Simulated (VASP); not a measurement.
Ru:

```
Ru
1.0
    -1.46157    1.46157    1.46157
     1.46157   -1.46157    1.46157
     1.46157    1.46157   -1.46157
Ru
1
Direct
  0.00000 0.00000 0.00000
```

```yaml
Program: VASP 6.6.1
Task: relaxation of cell and atoms
Functional: PBE
Potentials_or_basis: VASP PAW PBE potentials, release 64 (Ru_pv)
Cutoff: 600 eV
k_mesh: 10 × 10 × 10
Occupations: gaussian, width 0.1 eV
Spin: no spin polarisation
```

At the start: pressure 50.1 GPa; volume 12.49 Å³/atom.

Where does the relaxation end?

Over 5 steps the energy falls by 239.0 meV/atom and the volume is 14.22 Å³/atom (+13.9 %); space group Im-3m (No. 229, to 0.05 Å).

The path:
```
step  energy change (eV)  largest force (eV/Å)  pressure (GPa)  volume (Å³)
   1              0.0000                0.0000           50.11        12.49
   2              1.0445                0.0000          -41.04        20.96
   3             -0.2328                0.0000           -5.95        14.55
   4             -0.2387                0.0000           -1.19        14.28
   5             -0.2390                0.0000            0.01        14.22
```

Final structure:
```
CELL_PARAMETERS angstrom
-1.52628 1.52628 1.52628
1.52628 -1.52628 1.52628
1.52628 1.52628 -1.52628
ATOMIC_POSITIONS crystal
Ru 0.00000 0.00000 0.00000
```
